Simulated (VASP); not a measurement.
Write the native input for VASP 6.6.1 that does the following.

| Quantity | Value |
| --- | --- |
| Task | single point |
| Functional | PBE |
| Potentials or basis | VASP PAW PBE potentials, release 64 (Mg_sv, O) |
| Cutoff | 620 eV |
| k mesh | 2 × 2 × 2, shifted |
| Occupations | gaussian, width 0.02 eV |
| Spin | no spin polarisation |
| Dipole correction | no |
| Further INCAR settings | LREAL = Auto; ALGO = Normal; EDIFF = 1e-06; NBANDS = 153 |

The structure of Mg16O17 (a cell with a defect) lies in POSCAR:

```
Mg16O17
1.0
   -4.2535896552     -4.2535896552      4.2535896552
    4.2535896552      4.2535896552      4.2535896552
   -4.2535896552      4.2535896552     -4.2535896552
Mg O
16 17
Direct
    0.7493022933      0.5014823724      0.7425702059
   -0.0002490213      0.5160028404      0.5088319071
    0.7493651452      0.7503320109      0.4921849314
    0.2645576105      0.5160068595      0.2411508172
   -0.0002676100      0.7511447342      0.2425519295
    0.7348873531     -0.0137288629      0.2439460727
    0.5005025213      0.5015379038     -0.0070256779
    0.2501754305      0.7519363889     -0.0069932582
   -0.0002938152     -0.0137145496     -0.0237367024
    0.7349355321      0.2511575055     -0.0236778666
    0.4997270825      0.7511291843      0.7425610344
    0.2501102998      0.0007308310      0.7425664368
   -0.0002587409      0.2511300366      0.7425892469
    0.4989631687      0.0007893380      0.4922183878
    0.2645921876      0.2511358252      0.5087906022
    0.4997323105      0.2511342568      0.2425619266
   -0.0002595250      0.5106263807     -0.0137855299
    0.2592019414      0.5106147838      0.7583496014
   -0.0002655665      0.7511807971      0.7425295045
    0.4971776488      0.4998471030      0.4912785481
    0.2484682575      0.7486254894      0.4913038040
   -0.0002714561     -0.0083454314      0.4988742921
    0.7510014171      0.4998785537      0.2425681438
    0.4996882858      0.7510973875      0.2424864449
    0.2484830760      0.0024317167      0.2425718553
   -0.0002777769      0.2511450663      0.3398985372
    0.7509820940      0.7536688220     -0.0061838211
    0.5022929991      0.0024144529     -0.0061588495
    0.2591615389      0.2511202968     -0.0138414474
    0.7402654292     -0.0083554892      0.7267058213
    0.4997919966      0.2511438488      0.7425341884
    0.7402954461      0.2511417023      0.4988905342
   -0.0002109881      0.2511661133      0.1453586386
```

One way to write it, as run:

INCAR

```
SYSTEM = Mg16O17
ALGO = Normal ; EDIFF = 1E-6
ENCUT = 620 ; GGA = PE
GGA_COMPAT = .FALSE. ; ISIF = 2
ISMEAR = 0 ; LASPH = .TRUE.
LCHARG = .TRUE. ; LELF = .TRUE.
LREAL = Auto ; LVHAR = .TRUE.
LWAVE = .FALSE. ; NBANDS = 153
NELM = 120 ; PREC = Accurate
SIGMA = 0.02
```

KPOINTS

```
Automatic mesh
0
Gamma
  2 2 2
  0.5 0.5 0.5
```

Potentials or basis: VASP PAW PBE potentials, release 64 (Mg_sv, O).

Launch:

```bash
$ cat potpaw_PBE.64/Mg_sv/POTCAR potpaw_PBE.64/O/POTCAR > POTCAR
$ mpirun -np 1 vasp_std > vasp.out
```

It gave:

```
Pressure               : 7.0 GPa
Largest force          : 0.166 eV/Å
Band gap on the k mesh : 5.18 eV
```

It took 11 min on 1 thread of AMD EPYC 7R43 64-Core Processor (Zen 3), with other jobs on the host, peak memory 0.5 GiB.
